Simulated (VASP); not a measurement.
Runs of VASP 6.6.1 on Pt. The structure is that of space group R-3m (No. 166), or close to it. The cells are those of the table. 

| cell | further INCAR settings | gap on the mesh (eV) | pressure (GPa) |
| --- | --- | --- | --- |
| a = 2.486 Å, angles 82.7°, 1 atom | ALGO = Fast; EDIFF = 1e-06; NBANDS = 11 | none | 40.6 |
| a = 2.639 Å, angles 67.3°, 1 atom | ALGO = Fast; EDIFF = 1e-07; NBANDS = 11 | none | (b) |
| a = 3.180 Å, angles 45.7°, 1 atom | ALGO = Fast; EDIFF = 1e-07; NBANDS = 11 | none | (a) |
| a = 2.963 Å, angles 52.2°, 1 atom | ALGO = Fast; EDIFF = 1e-06; NBANDS = 11 | none | 12.0 |
| a = 3.488 Å, angles 38.9°, 1 atom | ALGO = Fast; EDIFF = 1e-07; NBANDS = 11 | none | 119.3 |
| a = 2.539 Å, angles 75.3°, 1 atom | ALGO = Fast; EDIFF = 1e-06; NBANDS = 11 | none | 27.2 |
| a = 3.806 Å, angles 33.6°, 1 atom | ALGO = Fast; EDIFF = 1e-06; NBANDS = 11 | none | 216.5 |

Alike in all rows: task single point; level PBEsol; potentials or basis VASP PAW PBE potentials, release 64 (Pt); no spin polarisation; k mesh 24 × 24 × 24; cutoff (eV) 520; smearing gaussian 0.15 eV.

Task: Estimate the missing entries.

Result: (a) 47.1; (b) 7.5.

Caveats: the cell stands under pressure; the PAW data sets were made with another functional, which shifts forces and pressure a little; spin-orbit coupling is left out, which moves the levels of the heavy elements.

A k mesh can miss the band edges, and the runs leave out spin-orbit coupling on Pt.

A gap of «none» marks levels without a gap at the run's occupations.
